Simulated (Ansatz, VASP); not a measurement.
Zn4HO4 in VASP and in Ansatz

```
CELL_PARAMETERS angstrom
5.51481 0.00000 0.00000
0.00000 5.51481 0.00000
0.00000 0.00000 3.24301
ATOMIC_POSITIONS crystal
Zn 0.18207 0.18207 0.50000
Zn 0.81793 0.81793 0.50000
Zn 0.68207 0.31793 0.00000
Zn 0.31793 0.68207 0.00000
O 0.81800 0.18200 0.50000
O 0.18200 0.81800 0.50000
O 0.68200 0.68200 0.00000
O 0.31800 0.31800 0.00000
H 0.00004 0.88200 0.10000
```

Alike in both runs: task single point; functional PBEsol; k mesh 4 × 4 × 8; occupations gaussian, width 0.05 eV; no spin polarisation.

```csv
,VASP,Ansatz
version,VASP 6.6.1,Ansatz 0.2.0
potentials or method,"VASP PAW PBE potentials, release 64 (Zn, O, H), cutoff 520 eV","scalar-relativistic, plane waves, PAW"
valence electrons in the cell,73,73
```

|  | VASP | Ansatz | Ansatz less VASP |
| --- | --- | --- | --- |
| gap on the k mesh at the Fermi level (eV) | none | none | - |
| pressure (GPa) | 6.1 | 5.1 | -0.99 |
| traceless stress, the component that is largest in VASP (GPa) | -1.57 | -1.45 | +0.122 |
| rms of the force components (eV/Å) | 0.353 | 0.345 | -0.0082 |

VASP's potentials were made for PBE, not for PBEsol, and Ansatz warns of the same on its side. Atom by atom the forces differ by 0.010 eV/Å (rms over components). A gap of «none» marks a metal or a gap that the smearing closes. The functional is the same, so the differences come from potentials, cutoffs and numerics.
